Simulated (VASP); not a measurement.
Set up this calculation in VASP 6.6.1, as the native input.

```
Task                   : single point
Functional             : PBEsol
Potentials or basis    : VASP PAW PBE potentials, release 64 (P)
Cutoff                 : 520 eV
k mesh                 : 8 × 1 × 6
Occupations            : gaussian, width 0.02 eV
Spin                   : no spin polarisation
Dipole correction      : no
Further INCAR settings : ALGO = Normal; EDIFF = 1e-07; NBANDS = 18
```

The structure of P lies in POSCAR:

```
P
1.0
    3.3229951666      0.0000000000      0.0000000000
    0.0000000000     35.2695077552      0.0000000000
    0.0000000000      0.0000000000      4.2372490930
P
4
Direct
    0.0000000000      0.9697327916      0.5757322245
    0.0000000000      0.0302672084      0.4242677755
    0.5000000000      0.0302672084      0.0757322245
    0.5000000000      0.9697327916      0.9242677755
```

This cell differs from its parent crystal: uniaxial strain along c: -4.5 %, then relaxed in part.

The input as run:

INCAR

```
PREC     = Accurate       # precision mode
ENCUT    = 520            # plane-wave cutoff, eV
EDIFF    = 1E-7           # SCF threshold, eV
ISMEAR   = 0              # smearing method
SIGMA    = 0.02           # smearing width, eV
LREAL    = False          # projectors in reciprocal space
LASPH    = True           # aspherical terms in the spheres
NELM     = 80             # most SCF steps
ALGO     = Normal         # electronic algorithm
ISIF     = 2              # what is computed and relaxed
LWAVE    = False          # write WAVECAR
LCHARG   = False          # write CHGCAR
GGA      = PS             # functional
NBANDS   = 18             # bands
```

KPOINTS

```
regular mesh
0
Gamma
  8 1 6
```

Potentials or basis: VASP PAW PBE potentials, release 64 (P).

Command:

```sh
$ cat potpaw_PBE.64/P/POTCAR > POTCAR
$ mpirun -np 1 vasp_std > vasp.out
```

It gave:

- Largest force: 0.024 eV/Å
- Band gap on the k mesh: 0.52 eV, direct

Caveat: the cell differs from its parent crystal (uniaxial strain along c: -4.5 %, then relaxed in part); the PAW data sets were made with another functional, which shifts forces and pressure a little.

It took 2.5 min on 1 thread of Intel(R) Xeon(R) 6975P-C (Granite Rapids) (shared host), peak memory 0.56 GiB.
